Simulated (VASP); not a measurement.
A run of VASP 6.6.1:

INCAR

```
SYSTEM = CO2
ALGO = Normal ; EDIFF = 1E-7
ENCUT = 520 ; GGA = PE
ISIF = 2 ; ISMEAR = 0
LASPH = .True. ; LCHARG = .False.
LREAL = .False. ; LWAVE = .False.
NBANDS = 44 ; NELM = 100
PREC = Accurate ; SIGMA = 0.05
```

Contents of KPOINTS:

```
k-points
0
Gamma
  4 4 4
  0 0 0
```

Contents of POSCAR:

```
CO2
1.0
    6.2557839930      0.0000000000      0.0000000000
    0.0000000000      6.2557839930      0.0000000000
    0.0000000000      0.0000000000      5.6802518657
C O
4 8
Direct
    0.0000000000      0.0000000000      0.0000000000
    0.5000000000      0.0000000000      0.5000000000
    0.5000000000      0.5000000000      0.0000000000
    0.0000000000      0.5000000000      0.5000000000
    0.1114834447      0.1114834447      0.1114834447
    0.3885165553      0.8885165553      0.6114834447
    0.6114834447      0.3885165553      0.8885165553
    0.8885165553      0.6114834447      0.3885165553
    0.8885165553      0.8885165553      0.8885165553
    0.6114834447      0.1114834447      0.3885165553
    0.3885165553      0.6114834447      0.1114834447
    0.1114834447      0.3885165553      0.6114834447
```

Potentials or basis: VASP PAW PBE potentials, release 64 (C, O).

Command:

```console
$ cat potpaw_PBE.64/C/POTCAR potpaw_PBE.64/O/POTCAR > POTCAR
$ mpirun -np 1 vasp_std > vasp.out
```

Hardware: 1 thread of Intel(R) Xeon(R) Platinum 8488C (Sapphire Rapids) (shared host).

Task: How long does it take, and how much memory?

Result: It took 2.7 min on 1 thread of Intel(R) Xeon(R) Platinum 8488C (Sapphire Rapids), with other jobs on the host, peak memory 0.39 GiB. Counts: scf iterations 14, k points 27.
